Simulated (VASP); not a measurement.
Here is a VASP 6.6.1 calculation.

The input INCAR:

```
SYSTEM = Sn3Se
PREC = Accurate
ENCUT = 520
EDIFF = 1E-7
ISMEAR = -1
SIGMA = 0.1
LREAL = .FALSE.
LASPH = .TRUE.
NELM = 100
ALGO = Normal
ISIF = 2
LWAVE = .FALSE.
LCHARG = .FALSE.
GGA = PE
NBANDS = 32
```

Contents of KPOINTS:

```
Automatic mesh
0
G
  9 9 9
  0 0 0
```

POSCAR

```
Sn3Se
1.0
    4.7418790000      0.0000000000      0.0000000000
    0.0000000000      4.7418790000      0.0000000000
    0.0000000000      0.0000000000      4.7418790000
Sn Se
3 1
Direct
    0.5000000000      0.5000000000      0.0000000000
    0.5000000000      0.0000000000      0.5000000000
    0.0000000000      0.5000000000      0.5000000000
    0.0000000000      0.0000000000      0.0000000000
```

Potentials or basis: VASP PAW PBE potentials, release 64 (Sn_d, Se).

Run with:

```sh
$ cat potpaw_PBE.64/Sn_d/POTCAR potpaw_PBE.64/Se/POTCAR > POTCAR
$ mpirun -np 1 vasp_std > vasp.out
```

Task: What does it give for the pressure?

Result: 0.2 GPa.

Task: Predict the band gap on the k mesh.

Result: Zero (band 24 reaches 8.90 eV, above the bottom of band 25 at 6.80 eV).

Caveat: spin-orbit coupling is left out, which moves the levels of the heavy elements.
